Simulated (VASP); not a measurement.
Set up this calculation in VASP 6.6.1, as the native input.

```
Task                   : single point
Functional             : LDA
Potentials or basis    : VASP PAW LDA potentials, release 64 (Al, Ga_d, N)
Cutoff                 : 520 eV
k mesh                 : 6 × 6 × 6
Occupations            : gaussian, width 0.05 eV
Spin                   : no spin polarisation
Dipole correction      : no
Further INCAR settings : ALGO = Normal; EDIFF = 1e-06; NBANDS = 41
```

The structure of AlGa3N4 lies in POSCAR:

```
AlGa3N4
1.0
    4.2939496006     -0.1549363258     -0.1549363258
   -0.1549363258      4.2939496006     -0.1549363258
   -0.1549363258     -0.1549363258      4.2939496006
Al Ga N
1 3 4
Direct
    0.0000000000      0.0000000000      0.0000000000
    0.5000000000      0.5000000000      0.0000000000
    0.5000000000      0.0000000000      0.5000000000
    0.0000000000      0.5000000000      0.5000000000
    0.7548078379      0.7548078379      0.2451921621
    0.7548078379      0.2451921621      0.7548078379
    0.2451921621      0.7548078379      0.7548078379
    0.2451921621      0.2451921621      0.2451921621
```

These files were run (other wordings do the same):

INCAR

```
SYSTEM = AlGa3N4
  PREC = Accurate
  ENCUT = 520
  EDIFF = 1E-6
  ISMEAR = 0
  SIGMA = 0.05
  LREAL = .FALSE.
  LASPH = .TRUE.
  NELM = 80
  ALGO = Normal
  ISIF = 2
  LWAVE = .FALSE.
  LCHARG = .FALSE.
  NBANDS = 41
```

KPOINTS

```
Automatic mesh
0
G
  6 6 6
  0 0 0
```

Potentials or basis: VASP PAW LDA potentials, release 64 (Al, Ga_d, N).

Run with:

```sh
$ cat potpaw_LDA.64/Al/POTCAR potpaw_LDA.64/Ga_d/POTCAR potpaw_LDA.64/N/POTCAR > POTCAR
$ mpirun -np 1 vasp_std > vasp.out
```

Results of the run:

The pressure is 30.1 GPa. The largest force is 2.844 eV/Å and the band gap on the k mesh is 2.70 eV.

Caveat: the cell stands under pressure; forces of over 1 eV/Å act on the atoms, so gaps and moduli don't describe the material at rest.

Wall time 2.1 min on 1 thread of Intel Xeon 8259CL, on a shared host, peak memory 0.2 GiB.
